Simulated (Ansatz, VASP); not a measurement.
# Two plane-wave programs on Pt

```
Pt
1.0
     2.80729    0.00000    0.00000
     0.00000    2.80729    0.00000
     0.00000    0.00000   24.92528
Pt
6
Direct
  0.50000 0.50000 0.30333
  0.00000 0.00000 0.38105
  0.50000 0.50000 0.46026
  0.00000 0.00000 0.53974
  0.50000 0.50000 0.61895
  0.00000 0.00000 0.69667
```

Alike in both runs: functional PBE; k mesh 12 × 12 × 1; occupations gaussian, width 0.1 eV; no spin polarisation.

Ansatz relaxed the structure, and its values are those at the end. VASP's run is a single point on that final structure, the one shown.

|  | VASP | Ansatz |
| --- | --- | --- |
| version | VASP 6.6.1 | Ansatz 0.2.0 |
| potentials or method | VASP PAW PBE potentials, release 64 (Pt), cutoff 520 eV | scalar-relativistic, plane waves, PAW |
| valence electrons in the cell | 60 | 108 |

VASP gave:

- gap on the k mesh at the Fermi level (eV): none
- rms of the force components (eV/Å): 0.006

Task: What did Ansatz give for the same quantities?

Result: gap on the k mesh at the Fermi level (eV): none; rms of the force components (eV/Å): 0.001.

A gap of «none» marks a metal or a gap that the smearing closes. With one functional, cell and mesh, what is left measures potentials, basis and numerics. VASP's potentials hold 60 valence electrons a cell and Ansatz's 108, so a difference there can come from the potentials and not from the codes.

Spin-orbit coupling is off throughout.
